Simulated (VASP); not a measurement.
Here is a VASP 6.6.1 calculation.

File POSCAR:

```
Sb
1.0
    2.9938748872      0.0000000000      0.0000000000
   -1.4969374436      2.5927717081      0.0000000000
    0.0000000000      0.0000000000      4.8856463369
Sb
2
Direct
    0.3333333333      0.6666666667      0.2500000000
    0.6666666667      0.3333333333      0.7500000000
```

INCAR.step1

```
PREC = Accurate
ENCUT = 520
ISMEAR = 0
SIGMA = 0.1
LREAL = F
LASPH = T
NELM = 80
NBANDS = 12
GGA = PE
ALGO = Normal
EDIFF = 1E-4
LWAVE = T
LCHARG = F
```

INCAR.step2

```
PREC = Accurate
ENCUT = 520
EDIFF = 1E-6
ISMEAR = 0
SIGMA = 0.1
LREAL = F
LASPH = T
NELM = 80
ALGO = Normal
ISIF = 2
LWAVE = F
LCHARG = T
METAGGA = R2SCAN
LMIXTAU = T
LELF = T
LVHAR = T
NBANDS = 12
ISTART = 1
```

KPOINTS

```
Automatic mesh
0
Gamma
  18 18 8
```

Potentials or basis: VASP PAW PBE potentials, release 64 (Sb).

Launch:

```sh
$ cat potpaw_PBE.64/Sb/POTCAR > POTCAR
$ cp INCAR.step1 INCAR
$ mpirun -np 1 vasp_std > vasp.out
$ cp INCAR.step2 INCAR
$ mpirun -np 1 vasp_std > vasp.out
```

Problem. Predict the pressure.

Solution. 50.5 GPa.

Problem. Estimate the band gap on the k mesh.

Solution. Zero (bands 5 and 6 overlap by 12.28 eV).

Caveat: the cell stands under pressure; the PAW data sets were made with another functional, which shifts forces and pressure a little; spin-orbit coupling is left out, which moves the levels of the heavy elements.
